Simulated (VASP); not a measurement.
# InSe (R3m) in VASP: further runs

The runs below take InSe through single point, with LDA, BLYP.

Program: VASP 6.6.1. These are calculated values, not measurements. Logs are shortened: lines on timing, memory, paths and dates and some standing lists are left out, and cuts for length are marked.

**The experiment to reproduce.**

“The Interaction of Hydrogen with the van der Waals Crystal γ-InSe”, 2020, pmc:7321205 reports, for a bulk crystal of InSe at 300 K: band gap 1.25 eV.

How close the calculation comes is told below.

## (1) The cell of the first run

It takes space group R3m (No. 160, trigonal). Conventional cell: a = 4.000 Å, b = 4.000 Å, c = 25.320 Å, α = 90.00°, β = 90.00°, γ = 120.00°. In (site symmetry 3m) has 3 Se at 2.64 Å and 1 In at 2.82 Å within 3.5 Å. Within 3.5 Å of In (site symmetry 3m) lie 3 Se at 2.63 Å and 1 In at 2.82 Å. Within 3.5 Å of Se (site symmetry 3m) lie 3 In at 2.64 Å. Within 3.5 Å of Se (site symmetry 3m) lie 3 In at 2.63 Å.

## (2) Single point, LDA

INCAR

```
PREC = Accurate ; ENCUT = 520
EDIFF = 1E-7 ; ISMEAR = 0
SIGMA = 0.01 ; LREAL = F
LASPH = T ; NELM = 80
ALGO = Normal ; ISIF = 2
LWAVE = F ; LCHARG = F
NBANDS = 27
```

KPOINTS

```
Automatic mesh
0
Gamma
  6 6 6
```

POSCAR

```
InSe
1.0
    2.0000000000      1.1547005400      8.4400000000
   -2.0000000000      1.1547005400      8.4400000000
    0.0000000000     -2.3094010800      8.4400000000
In Se
2 2
Direct
    0.0000000000      0.0000000000      0.0000000000
    0.1114000000      0.1114000000      0.1114000000
    0.6165000000      0.6165000000      0.6165000000
    0.8281000000      0.8281000000      0.8281000000
```

Potentials or basis: VASP PAW LDA potentials, release 64 (In_d, Se).

On the command line:

```console
$ cat potpaw_LDA.64/In_d/POTCAR potpaw_LDA.64/Se/POTCAR > POTCAR
$ mpirun -np 1 vasp_std > vasp.out
```

OUTCAR:

```text
PREC = Accurate
   ENCUT = 520
   EDIFF = 1E-7
   ISMEAR = 0
   LREAL = F
   LASPH = T
   NELM = 80
   ISIF = 2

 ion  position               nearest neighbor table
   1  0.000  0.000  0.000-   3 2.64   3 2.64   3 2.64   2 2.82
   2  0.111  0.111  0.111-   4 2.63   4 2.63   4 2.63   1 2.82
   3  0.617  0.617  0.617-   1 2.64   1 2.64   1 2.64
   4  0.828  0.828  0.828-   2 2.63   2 2.63   2 2.63

  LATTYP: Found a trigonal (rhomboedric) cell.
 ALAT       =     8.7502533299
 COS(alpha) =     0.8955162540

  Lattice vectors:

 A1 = (   2.0000000000,   1.1547005400,   8.4400000000)
 A2 = (  -2.0000000000,   1.1547005400,   8.4400000000)
 A3 = (   0.0000000000,  -2.3094010800,   8.4400000000)

Analysis of symmetry for initial positions (statically):
=====================================================================
 Subroutine PRICEL returns:
 Original cell was already a primitive cell.

 Routine SETGRP: Setting up the symmetry group for a
 trigonal (rhombohedral) supercell.

 Subroutine GETGRP returns: Found  6 space group operations
 (whereof  6 operations were pure point group operations)
 out of a pool of 12 trial point group operations.

The static configuration has the point symmetry C_3v.

Analysis of symmetry for dynamics (positions and initial velocities):
=====================================================================
 Subroutine PRICEL returns:
 Original cell was already a primitive cell.

 Routine SETGRP: Setting up the symmetry group for a
 trigonal (rhombohedral) supercell.

 Subroutine GETGRP returns: Found  6 space group operations
 (whereof  6 operations were pure point group operations)
 out of a pool of 12 trial point group operations.

The dynamic configuration has the point symmetry C_3v.

 Subroutine INISYM returns: Found  6 space group operations
 (whereof  6 operations are pure point group operations),
 and found     1 'primitive' translations

----------------------------------------------------------------------------------------

                                     Primitive cell

  volume of cell :     116.9481

  direct lattice vectors                    reciprocal lattice vectors
     2.000000000  1.154700540  8.440000000     0.250000000  0.144337567  0.039494471
    -2.000000000  1.154700540  8.440000000    -0.250000000  0.144337567  0.039494471
[... 82 lines left out ...]
   ICHARG =      2    charge: 1-file 2-atom 10-const
   ISPIN  =      1    spin polarized calculation?
   LNONCOLLINEAR =      F non collinear calculations
   LSORBIT =      F    spin-orbit coupling
   LASPH  =      T    aspherical Exc in radial PAW
   ENCUT  =  520.0 eV  38.22 Ry    6.18 a.u.  16.27 16.27 16.27*2*pi/ulx,y,z
   NELM   =     80;   NELMIN=  2; NELMDL= -5     # of ELM steps
   EDIFF  = 0.1E-06   stopping-criterion for ELM
   LREAL  =      F    real-space projection
   EDIFFG = 0.1E-05   stopping-criterion for IOM
   NSW    =      0    number of steps for IOM
   IBRION =     -1    ionic relax: 0-MD 1-quasi-New 2-CG
   NFREE  =      0    steps in history (QN), initial steepest desc. (CG)
   ISIF   =      2    stress and relaxation
   ISYM   =      2    0-nonsym 1-usesym 2-fastsym
   POTIM  = 0.5000    time-step for ionic-motion
   TEBEG  =    0.0;   TEEND  =   0.0 temperature during run
   PSTRESS=    0.0 pullay stress
   NELECT =      38.0000    total number of electrons
   NUPDOWN=      -1.0000    fix difference up-down
   EMIN   =  10.00;   EMAX   =-10.00  energy-range for DOS
   EFERMI =   0.00;   METHOD = LEGACY
   ISMEAR =     0;   SIGMA  =   0.01  broadening in eV -4-tet -1-fermi 0-gaus
   EFERMI_NEDOS =   21; number of points for ismear=-14 and -15
   IALGO  =     38    algorithm
   IMIX   =      4    mixing-type and parameters
     AMIX     =   0.40;   BMIX     =  1.00
     AMIX_MAG =   1.60;   BMIX_MAG =  1.00
  volume/ion in A,a.u.               =      29.24       197.30
  Fermi-wavevector in a.u.,A,eV,Ry     =   1.125481  2.126852 17.234615  1.266709
  Thomas-Fermi vector in A             =   2.262159
   LORBIT       =      0    0 simple, 1 ext, 2 COOP (PROOUT), +10 PAW based schemes
   GGA     = CA    functional components
   LHFCALC =     F    Hartree Fock is set to
   AEXX    =    0.0000 exact exchange contribution
   IVDW    =     0    specifies the selected vdW correction
   LEPSILON=     F    determine dielectric tensor
   LRPA    =     F    only Hartree local field effects (RPA)
 non-spin polarized calculation
 Gauss-broadening in eV      SIGMA  =   0.01
  energy-cutoff  :      520.00
  volume of cell :      116.95
 maximum number of plane-waves:      3181
 NGX is ok and might be reduce to    70
   NGX = 33   NGY = 33   NGZ = 33

 number of electron      37.9999999 magnetization

 Free energy of the ion-electron system (eV)
  ---------------------------------------------------
  ext. energy  EPLUGINS =         0.00000000
  ---------------------------------------------------
  free energy    TOTEN  =       -16.63641628 eV

  energy without entropy =      -16.63641628  energy(sigma->0) =      -16.63641628

 E-fermi :   4.0267     XC(G=0):  -9.2572

 val. band max:        3.9477569956   @ k =   0.5000   0.5000   0.5000
 cond. band min:       4.1747392159   @ k =   0.5000   0.5000   0.5000
 fundamental gap:      0.2269822203
 Fermi energy:         4.0267270057

 k-point     1 :       0.0000    0.0000    0.0000
  band No.  band energies     occupation
      1     -10.7974      2.00000
      2     -10.6231      2.00000
      3     -10.6231      2.00000
      4     -10.5487      2.00000
      5     -10.5487      2.00000
      6     -10.5249      2.00000
[... 709 lines left out ...]
     26      10.9842      0.00000
     27      11.3752      0.00000

 [... further k-points ...]
[... 5 lines left out ...]
  --------------------------------------------------------------------------------------
  -------------------------------------------------------------------------------------
  Total       -0.6855780     -0.6855780     -1.6000643     -0.0000000     -0.0000000      0.0000000
  in kB       -9.3923527     -9.3923528    -21.9207269     -0.0000000     -0.0000000      0.0000000
  external PRESSURE =     -13.5684775 kB  Pullay stress =       0.0000000 kB

 VOLUME and BASIS-vectors are now :
 -----------------------------------------------------------------------------
  energy-cutoff  :      520.00
  volume of cell :      116.95
      direct lattice vectors                 reciprocal lattice vectors
     2.000000000  1.154700540  8.440000000     0.250000000  0.144337567  0.039494471
    -2.000000000  1.154700540  8.440000000    -0.250000000  0.144337567  0.039494471
     0.000000000 -2.309401080  8.440000000     0.000000000 -0.288675134  0.039494471

 POSITION                                       TOTAL-FORCE (eV/Angst)
 -----------------------------------------------------------------------------------
      0.00000      0.00000      0.00000         0.000000     -0.000000      0.232971
      0.00000      0.00000      2.82065         0.000000      0.000000     -0.250651
      0.00000      0.00000     15.60978         0.000000     -0.000000      0.053285
      0.00000      0.00000     20.96749         0.000000     -0.000000     -0.035604
 -----------------------------------------------------------------------------------
    total drift:                               -0.000000     -0.000000     -0.000264

  FREE ENERGIE OF THE ION-ELECTRON SYSTEM (eV)
  ---------------------------------------------------
  free  energy   TOTEN  =       -16.6364162753 eV

  energy  without entropy=      -16.6364162753  energy(sigma->0) =      -16.63641628
```

stdout:

```text
POSCAR found type information on POSCAR InSe
 POSCAR found :  2 types and       4 ions
 scaLAPACK will be used
 LDA part: xc-table for (Slater(with rela. corr.)+CA(PZ))
 , standard interpolation
 POSCAR, INCAR and KPOINTS ok, starting setup
 FFT: planning ... GRIDC
 FFT: planning ... GRID_SOFT
 FFT: planning ... GRID
 WAVECAR not read
 entering main loop
```

Run time: 18 min. Hardware: 1 thread of AMD EPYC 7R13, shared host; peak memory 0.49 GiB.

What came out:

- Free energy: -16.6364 eV
- Pressure: -1.4 GPa
- Largest force: 0.251 eV/Å
- Band gap on the k mesh: 0.23 eV, direct

Forces on the atoms (eV/Å):
```
In   0.000  0.000  0.233
In   0.000  0.000 -0.251
Se   0.000  0.000  0.053
Se   0.000  0.000 -0.036
```

Levels at points of the mesh, in eV from the valence-band top:
| k point | band 16 | band 17 | band 18 | band 19 | band 20 | band 21 | band 22 | band 23 |
| --- | --- | --- | --- | --- | --- | --- | --- | --- |
| (0.00, 0.00, 0.00) | -1.31 | -1.31 | -1.21 | -1.21 | 1.56 | 1.92 | 4.30 | 4.30 |
| (0.50, 0.00, 0.00) | -2.41 | -2.36 | -2.25 | -1.70 | 1.09 | 1.84 | 3.51 | 3.87 |
| (0.50, 0.50, 0.00) | -2.68 | -2.52 | -2.06 | -1.53 | 1.03 | 1.88 | 3.16 | 3.50 |
| (0.50, 0.50, 0.50) | -1.38 | -1.14 | -1.14 | 0.00 | 0.23 | 1.98 | 4.22 | 4.22 |

Caveat: spin-orbit coupling is left out, which moves the levels of the heavy elements.

## (3) Single point, BLYP

INCAR

```
  PREC = Accurate
  ENCUT = 520
  EDIFF = 1E-6
  ISMEAR = 0
  SIGMA = 0.01
  LREAL = F
  LASPH = T
  NELM = 80
  ALGO = Normal
  ISIF = 2
  LWAVE = F
  LCHARG = F
  GGA = B5
  ALDAX = 1.0
  AGGAX = 1.0
  AGGAC = 1.0
  ALDAC = 0.0
  NBANDS = 27
```

KPOINTS is that of step 2.

POSCAR is that of step 2.

Potentials or basis: VASP PAW PBE potentials, release 64 (In_d, Se).

On the command line:

```console
$ cat potpaw_PBE.64/In_d/POTCAR potpaw_PBE.64/Se/POTCAR > POTCAR
$ mpirun -np 1 vasp_std > vasp.out
```

Wall time 17 min (1 thread of AMD EPYC 7R13, shared host); peak memory 0.65 GiB.

Results (log left out):

* Free energy: -11.8448 eV
* Pressure: 5.8 GPa
* Largest force: 0.456 eV/Å
* Band gap on the k mesh: 0.39 eV, direct

Forces on the atoms (eV/Å):
```
In   0.000  0.000  0.446
In   0.000  0.000 -0.456
Se   0.000  0.000 -0.425
Se   0.000  0.000  0.435
```

Stress tensor (GPa, compression positive):
```
6.58 0.00 0.00
0.00 6.58 0.00
0.00 0.00 4.32
```

Levels at points of the mesh, in eV from the valence-band top:
```
           k point  band 15  band 16  band 17  band 18  band 19  band 20  band 21  band 22  band 23  band 24
(0.00, 0.00, 0.00)    -1.51    -1.30    -1.30    -1.21    -1.21     1.65     2.15     4.36     4.36     5.22
(0.50, 0.00, 0.00)    -3.43    -2.37    -2.32    -2.22    -1.67     1.27     1.94     3.70     4.06     4.78
(0.50, 0.50, 0.00)    -3.19    -2.64    -2.48    -2.04    -1.50     1.16     2.03     3.38     3.72     4.38
(0.50, 0.50, 0.50)    -1.37    -1.37    -1.13    -1.13     0.00     0.39     2.20     4.28     4.28     5.60
```

Caveat: the PAW data sets were made with another functional, which shifts forces and pressure a little; spin-orbit coupling is left out, which moves the levels of the heavy elements. A k mesh can miss the band edges.

## (4) Comparison with measurements

Step 2. Measured gap of InSe: 1.25 eV (300 K; “The Interaction of Hydrogen with the van der Waals Crystal γ-InSe”, 2020, pmc:7321205). This calculation gives 0.23 eV (-1.02 eV). So large a miss can be the level of theory's own, or it may mean another phase, state or a wrong row. Spin-orbit coupling on In, Se is left out. The value is that of LDA on a finite k mesh, which can miss the band edges, without temperature or zero-point motion. Semilocal functionals fall short of measured gaps as a rule.
